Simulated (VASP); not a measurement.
Input of a VASP 6.6.1 run:

INCAR

```
SYSTEM = Al
PREC = Accurate
ENCUT = 520
EDIFF = 1E-7
ISMEAR = 1
SIGMA = 0.1
LREAL = .False.
LASPH = .True.
NELM = 100
ALGO = Normal
ISIF = 2
LWAVE = .False.
LCHARG = .False.
NBANDS = 14
```

File KPOINTS:

```
Automatic mesh
0
Gamma
  9 9 3
  0 0 0
```

The input POSCAR:

```
Al
1.0
    2.8033189470      0.0000000000      0.0000000000
   -1.4016594735      2.4277454252      0.0000000000
    0.0000000000      0.0000000000      9.1087962012
Al
4
Direct
    0.0000000000      0.0000000000      0.0000000000
    0.3333333333      0.6666666667      0.2500000000
    0.0000000000      0.0000000000      0.5000000000
    0.6666666667      0.3333333333      0.7500000000
```

Potentials or basis: VASP PAW LDA potentials, release 64 (Al).

Command:

```sh
$ cat potpaw_LDA.64/Al/POTCAR > POTCAR
$ mpirun -np 1 vasp_std > vasp.out
```

(1) Estimate the pressure.

(2) Predict the band gap on the k mesh.

Answers

(1) 1.8 GPa.

(2) zero (band 6 reaches 12.53 eV, above the bottom of band 7 at 7.06 eV).
